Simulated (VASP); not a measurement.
The system is CsCl3.

```
Cs Cl
1.0
     4.93737    0.00000    0.00000
     0.00000    4.93737    0.00000
     0.00000    0.00000    4.93737
Cs Cl
1 3
Direct
  0.00000 0.00000 0.00000
  0.00000 0.50000 0.50000
  0.50000 0.00000 0.50000
  0.50000 0.50000 0.00000
```

| Item | Value |
| --- | --- |
| Program | VASP 6.6.1 |
| Task | relaxation of cell and atoms |
| Functional | PBE |
| Potentials or basis | VASP PAW PBE potentials, release 64 (Cs_sv, Cl) |
| Cutoff | 600 eV |
| k mesh | 10 × 10 × 10 |
| Occupations | gaussian, width 0.1 eV |
| Spin | no spin polarisation |

At the start: pressure 0.7 GPa; volume 30.09 Å³/atom.

Problem. How do energy, volume and symmetry change on relaxing?

Solution. Over 4 steps the energy falls by 3.0 meV/atom and the volume is 31.54 Å³/atom (+4.8 %); space group Pm-3m (No. 221, to 0.1 Å) before and after.

The path:
| step | energy change (eV) | largest force (eV/Å) | pressure (GPa) | volume (Å³) |
| --- | --- | --- | --- | --- |
| 1 | 0.0000 | 0.0000 | 0.71 | 120.36 |
| 2 | -0.0080 | 0.0000 | 0.40 | 122.70 |
| 3 | -0.0120 | 0.0000 | -0.05 | 126.65 |
| 4 | -0.0121 | 0.0000 | 0.00 | 126.16 |

Final structure:
```
Cs Cl
1.0
     5.01537    0.00000    0.00000
     0.00000    5.01537    0.00000
     0.00000    0.00000    5.01537
Cs Cl
1 3
Direct
  0.00000 0.00000 0.00000
  0.00000 0.50000 0.50000
  0.50000 0.00000 0.50000
  0.50000 0.50000 0.00000
```
